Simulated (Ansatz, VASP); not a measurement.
One calculation of TePb, two programs

```
Te Pb
1.0
     3.89130    0.00000    0.00000
     0.00000    3.89130    0.00000
     0.00000    0.00000    3.89130
Te Pb
1 1
Direct
  0.50000 0.50000 0.50000
  0.00000 0.00000 0.00000
```

Alike in both runs: task single point; functional PBE; k mesh 10 × 10 × 10; occupations gaussian, width 0.1 eV; no spin polarisation.

```csv
,VASP,Ansatz
version,VASP 6.6.1,Ansatz 0.2.0
potentials or method,"VASP PAW PBE potentials, release 64 (Te, Pb_d), cutoff 520 eV","scalar-relativistic, plane waves, PAW"
valence electrons in the cell,20,30
```

|  | VASP | Ansatz | Ansatz less VASP |
| --- | --- | --- | --- |
| gap on the k mesh at the Fermi level (eV) | none | none | - |
| pressure (GPa) | 3.7 | 3.7 | +0.05 |

A gap of «none» marks a metal or a gap that the smearing closes. With one functional, cell and mesh, what is left measures potentials, basis and numerics. VASP's potentials hold 20 valence electrons a cell and Ansatz's 30, so a difference there can come from the potentials and not from the codes.

Neither program's run includes spin-orbit coupling.
